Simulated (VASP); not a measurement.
Write the native input for VASP 6.6.1 that does the following.

| Quantity | Value |
| --- | --- |
| Task | single point |
| Functional | PBE |
| Potentials or basis | VASP PAW PBE potentials, release 64 (Cu) |
| Cutoff | 520 eV |
| k mesh | 20 × 20 × 20 |
| Occupations | gaussian, width 0.1 eV |
| Spin | no spin polarisation |
| Dipole correction | no |
| Further INCAR settings | ALGO = Normal; EDIFF = 1e-06; NBANDS = 12 |

The structure of Cu lies in POSCAR:

```
Cu
1.0
    0.0000000000      1.8328443472      1.8328443472
    1.8328443472      0.0000000000      1.8328443472
    1.8328443472      1.8328443472      0.0000000000
Cu
1
Direct
    0.0000000000      0.0000000000      0.0000000000
```

The input as run:

INCAR

```
PREC = Accurate
ENCUT = 520
EDIFF = 1E-6
ISMEAR = 0
SIGMA = 0.1
LREAL = False
LASPH = True
NELM = 80
ALGO = Normal
ISIF = 2
LWAVE = False
LCHARG = True
GGA = PE
LELF = True
LVHAR = True
NBANDS = 12
```

KPOINTS

```
regular mesh
0
Gamma
  20 20 20
```

Potentials or basis: VASP PAW PBE potentials, release 64 (Cu).

Command:

```console
$ cat potpaw_PBE.64/Cu/POTCAR > POTCAR
$ mpirun -np 1 vasp_std > vasp.out
```

Results of the run:

- Pressure: -3.3 GPa
- Band gap on the k mesh: zero (an odd number of electrons rules out a gap without spin polarisation)

Caveat: the cell stands under tension.

It took 42 s on 1 thread of Intel Xeon 8259CL (shared host), peak memory 0.15 GiB.
